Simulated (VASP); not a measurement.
# Ge4F in VASP: notebook, part 2 of 2

VASP 6.6.1. Earlier steps stand in the parts before.

### Step 4. Single point, PBE+D3(BJ)

INCAR

```
SYSTEM = Ge4F
ALGO     = Normal         ! electronic algorithm
DIPOL    = 0.5 0.5 0.336
EDIFF    = 1E-6           ! SCF threshold, eV
ENCUT    = 520            ! plane-wave cutoff, eV
GGA      = PE             ! functional
IDIPOL   = 3            
ISIF     = 2              ! what is computed and relaxed
ISMEAR   = 0              ! smearing method
IVDW     = 12             ! dispersion correction
LASPH    = .TRUE.         ! aspherical terms in the spheres
LCHARG   = .FALSE.        ! write CHGCAR
LDIPOL   = .TRUE.       
LREAL    = .FALSE.        ! projectors in reciprocal space
LWAVE    = .FALSE.        ! write WAVECAR
NBANDS   = 40             ! bands
NELM     = 100            ! most SCF steps
PREC     = Accurate       ! precision mode
SIGMA    = 0.1            ! smearing width, eV
```

KPOINTS

```
k-points
0
G
  7 7 1
  0 0 0
```

POSCAR

```
Ge4F
1.0
    4.0303587907      0.0000000000      0.0000000000
    0.0000000000      4.0303587907      0.0000000000
    0.0000000000      0.0000000000     21.6416627718
Ge F
4 1
Direct
    0.0000000000      0.5000000000      0.1848286817
    0.0000000000      0.0000000000      0.2506714513
    0.5000000000      0.0000000000      0.3196569899
    0.5000000000      0.5000000000      0.3854446333
    0.8750000000      1.0000000000      0.5379282957
```

Potentials or basis: VASP PAW PBE potentials, release 64 (Ge_d, F).

On the command line:

```console
$ cat potpaw_PBE.64/Ge_d/POTCAR potpaw_PBE.64/F/POTCAR > POTCAR
$ mpirun -np 1 vasp_std > vasp.out
```

OUTCAR:

```text
SYSTEM = Ge4F
   EDIFF = 1E-6
   ENCUT = 520
   GGA = PE
   ISIF = 2
   ISMEAR = 0
   IVDW = 12
   LASPH = .TRUE.
   LREAL = .FALSE.
   NELM = 100
   PREC = Accurate
 IVDW          = 12

 ion  position               nearest neighbor table
   1  0.000  0.500  0.185-   2 2.47   2 2.47
   2  0.000  0.000  0.251-   1 2.47   1 2.47   3 2.51   3 2.51
   3  0.500  0.000  0.320-   4 2.47   4 2.47   2 2.51   2 2.51
   4  0.500  0.500  0.385-   3 2.47   3 2.47
   5  0.875  0.000  0.538-

  LATTYP: Found a simple tetragonal cell.
 ALAT       =     4.0303587907
[... 888 lines left out ...]
  -------------------------------------------------------------------------------------
  Total      -1.98658     0.09926    -1.51246     0.00000     0.00000    -0.12152
  in kB      -9.05397     0.45238    -6.89313     0.00000     0.00000    -0.55382
  external pressure =       -5.16 kB  Pullay stress =        0.00 kB

 VOLUME and BASIS-vectors are now :
 -----------------------------------------------------------------------------
  energy-cutoff  :      520.00
  volume of cell :      351.54
      direct lattice vectors                 reciprocal lattice vectors
     4.030358791  0.000000000  0.000000000     0.248116868  0.000000000  0.000000000
     0.000000000  4.030358791  0.000000000     0.000000000  0.248116868  0.000000000
     0.000000000  0.000000000 21.641662772     0.000000000  0.000000000  0.046207170

 POSITION                                       TOTAL-FORCE (eV/Angst)
 -----------------------------------------------------------------------------------
      0.00000      2.01518      4.00000        -0.002565      0.000000     -0.067169
      0.00000      0.00000      5.42495         0.006522      0.000000      0.069062
      2.01518      0.00000      6.91791         0.017095      0.000000     -0.009792
      2.01518      2.01518      8.34166         0.005998      0.000000      0.490497
      3.52656      0.00000     11.64166        -0.027050      0.000000     -0.482598
 -----------------------------------------------------------------------------------
    total drift:                               -0.000013      0.000000     -0.002646

  FREE ENERGIE OF THE ION-ELECTRON SYSTEM (eV)
  ---------------------------------------------------
  free  energy   TOTEN  =       -17.3083211952 eV

  energy  without entropy=      -17.2227247304  energy(sigma->0) =      -17.26552296

 vacuum level on the upper side and lower side of the slab         6.252         0.636
```

OSZICAR:

```text
N       E                     dE             d eps       ncg     rms          rms(c)
DAV:   1     0.592277578803E+03    0.59228E+03   -0.31909E+04  1568   0.238E+03
DAV:   2     0.841674955551E+02   -0.50811E+03   -0.49116E+03  1520   0.630E+02
DAV:   3    -0.152701594787E+02   -0.99438E+02   -0.96979E+02  1800   0.192E+02
[... 20 lines left out ...]
DAV:  24    -0.164276965410E+02   -0.63690E-04   -0.52832E-05  1488   0.374E-02    0.625E-02
DAV:  25    -0.164277203429E+02   -0.23802E-04   -0.51531E-05  1296   0.267E-02    0.241E-02
DAV:  26    -0.164277334749E+02   -0.13132E-04   -0.25891E-06  1136   0.345E-02    0.311E-02
DAV:  27    -0.164277370337E+02   -0.35588E-05   -0.57020E-06  1080   0.140E-02    0.382E-03
DAV:  28    -0.164277377823E+02   -0.74863E-06   -0.64183E-07  1024   0.143E-02
   1 F= -.17308321E+02 E0= -.17265523E+02  d E =-.855965E-01
```

stdout:

```text
POSCAR found type information on POSCAR GeF
 POSCAR found :  2 types and       5 ions
 scaLAPACK will be used
 LDA part: xc-table for (Slater+PW92), standard interpolation
 POSCAR, INCAR and KPOINTS ok, starting setup
 FFT: planning ... GRIDC
 FFT: planning ... GRID_SOFT
 FFT: planning ... GRID
 WAVECAR not read
 entering main loop
```

Wall time 12 min (1 thread of Intel Xeon 8259CL, shared host); peak memory 0.5 GiB.

What came out:

```
Free energy                : -17.3083 eV
Largest force              : 0.491 eV/Å
Band gap on the k mesh     : zero (an odd number of electrons rules out a gap without spin polarisation)
Dispersion energy per atom : -0.176 eV
```

Forces on the atoms (eV/Å):
```
Ge  -0.003  0.000 -0.067
Ge   0.007  0.000  0.069
Ge   0.017  0.000 -0.010
Ge   0.006  0.000  0.490
F   -0.027  0.000 -0.483
```

Caveat: an odd number of electrons without spin polarisation forces a metal; a magnetic or distorted state may lie lower.

### Step 5. Single point, PBE+D3(BJ)

INCAR

```
ALGO = Normal
DIPOL = 0.5 0.5 0.336
EDIFF = 1E-7
ENCUT = 520
GGA = PE
IDIPOL = 3
ISIF = 2
ISMEAR = 0
IVDW = 12
LASPH = True
LCHARG = False
LDIPOL = True
LREAL = False
LWAVE = False
NBANDS = 40
NELM = 100
PREC = Accurate
SIGMA = 0.1
```

KPOINTS

```
k-points
0
Gamma
  7 7 1
```

Changes to POSCAR since step 4:

```diff
@@ -12,2 +12,2 @@
     0.5000000000      0.5000000000      0.3854446333
-    0.8750000000      1.0000000000      0.5379282957
+    1.0000000000      0.8750000000      0.5379282957
```

Potentials or basis: VASP PAW PBE potentials, release 64 (Ge_d, F).

On the command line:

```console
$ cat potpaw_PBE.64/Ge_d/POTCAR potpaw_PBE.64/F/POTCAR > POTCAR
$ mpirun -np 1 vasp_std > vasp.out
```

OUTCAR:

```text
EDIFF = 1E-7
   ENCUT = 520
   GGA = PE
   ISIF = 2
   ISMEAR = 0
   IVDW = 12
   LASPH = True
   LREAL = False
   NELM = 100
   PREC = Accurate
 IVDW          = 12

 ion  position               nearest neighbor table
   1  0.000  0.500  0.185-   2 2.47   2 2.47
   2  0.000  0.000  0.251-   1 2.47   1 2.47   3 2.51   3 2.51
   3  0.500  0.000  0.320-   4 2.47   4 2.47   2 2.51   2 2.51
   4  0.500  0.500  0.385-   3 2.47   3 2.47
   5  0.000  0.875  0.538-

  LATTYP: Found a simple tetragonal cell.
 ALAT       =     4.0303587907
 C/A-ratio  =     5.3696615849

  Lattice vectors:

 A1 = (   4.0303587907,   0.0000000000,   0.0000000000)
 A2 = (   0.0000000000,   4.0303587907,   0.0000000000)
 A3 = (   0.0000000000,   0.0000000000,  21.6416627718)

Analysis of symmetry for initial positions (statically):
=====================================================================
 Subroutine PRICEL returns:
 Original cell was already a primitive cell.

 Routine SETGRP: Setting up the symmetry group for a
 simple tetragonal supercell.

[... 171 lines left out ...]
 Fermi energy:        -4.2479057692

 k-point     1 :       0.0000    0.0000    0.0000
  band No.  band energies     occupation
      1     -28.7778      2.00000
      2     -28.7409      2.00000
      3     -28.6971      2.00000
      4     -28.6756      2.00000
      5     -28.6206      2.00000
      6     -28.5654      2.00000
[... 677 lines left out ...]
     39       2.1590      0.00000
     40       2.7458      0.00000

------------------------ aborting loop because EDIFF is reached ----------------------------------------

 vacuum level on the upper side and lower side of the slab       (xc-potential included)         2.731        -2.744

 Edisp (eV)   -0.88054

 E8    (eV) :    -0.4073

  FORCE on cell =-STRESS in cart. coord.  units (eV):
  Direction    XX          YY          ZZ          XY          YZ          ZX
  --------------------------------------------------------------------------------------
  -------------------------------------------------------------------------------------
  Total      -1.99909     0.14129    -1.56073     0.00000    -0.19147     0.00000
  in kB      -9.11096     0.64393    -7.11313     0.00000    -0.87265     0.00000
  external pressure =       -5.19 kB  Pullay stress =        0.00 kB

 VOLUME and BASIS-vectors are now :
 -----------------------------------------------------------------------------
  energy-cutoff  :      520.00
  volume of cell :      351.54
      direct lattice vectors                 reciprocal lattice vectors
     4.030358791  0.000000000  0.000000000     0.248116868  0.000000000  0.000000000
     0.000000000  4.030358791  0.000000000     0.000000000  0.248116868  0.000000000
     0.000000000  0.000000000 21.641662772     0.000000000  0.000000000  0.046207170

 POSITION                                       TOTAL-FORCE (eV/Angst)
 -----------------------------------------------------------------------------------
      0.00000      2.01518      4.00000         0.000000      0.005967     -0.067149
      0.00000      0.00000      5.42495         0.000000      0.006320      0.070852
      2.01518      0.00000      6.91791         0.000000     -0.021048     -0.013176
      2.01518      2.01518      8.34166         0.000000      0.062475      0.507732
      0.00000      3.52656     11.64166         0.000000     -0.053714     -0.498259
 -----------------------------------------------------------------------------------
    total drift:                                0.000000     -0.000022     -0.000878

  FREE ENERGIE OF THE ION-ELECTRON SYSTEM (eV)
  ---------------------------------------------------
  free  energy   TOTEN  =       -17.3155389051 eV

  energy  without entropy=      -17.2332218712  energy(sigma->0) =      -17.27438039

 vacuum level on the upper side and lower side of the slab         6.251         0.638
```

Run time: 13 min. Hardware: 1 thread of Intel Xeon 8259CL, shared host; peak memory 0.49 GiB.

What came out:

```yaml
Free_energy: -17.3155 eV
Largest_force: 0.512 eV/Å
Band_gap_on_the_k_mesh: zero (an odd number of electrons rules out a gap without spin polarisation)
Dispersion_energy_per_atom: -0.176 eV
```

Forces on the atoms (eV/Å):
```
Ge   0.000  0.006 -0.067
Ge   0.000  0.006  0.071
Ge   0.000 -0.021 -0.013
Ge   0.000  0.062  0.508
F    0.000 -0.054 -0.498
```

Levels at points of the mesh, in eV from the Fermi level:
```tsv
k point	band 29	band 30	band 31	band 32	band 33	band 34	band 35	band 36
(0.00, 0.00, 0.00)	-0.17	-0.04	-0.04	0.82	1.32	1.96	2.11	2.42
```

Caveat: an odd number of electrons without spin polarisation forces a metal; a magnetic or distorted state may lie lower.

### Step 6. Overview

| cell | gap on the mesh (eV) | largest force (eV/Å) |
| --- | --- | --- |
| as given, atomic positions A | none | 0.57 |
| as given, atomic positions B | none | 0.65 |
| as given, atomic positions C | none | 0.49 |
| as given, atomic positions D | none | 0.51 |

Alike in all rows: task single point; level PBE+D3(BJ); potentials or basis VASP PAW PBE potentials, release 64 (Ge_d, F); no spin polarisation; k mesh 7 × 7 × 1; cutoff (eV) 520; smearing gaussian 0.1 eV.

Caveats: an odd number of electrons without spin polarisation forces a metal; a magnetic or distorted state may lie lower.

Absolute energies hang on the potentials; compare differences alone.
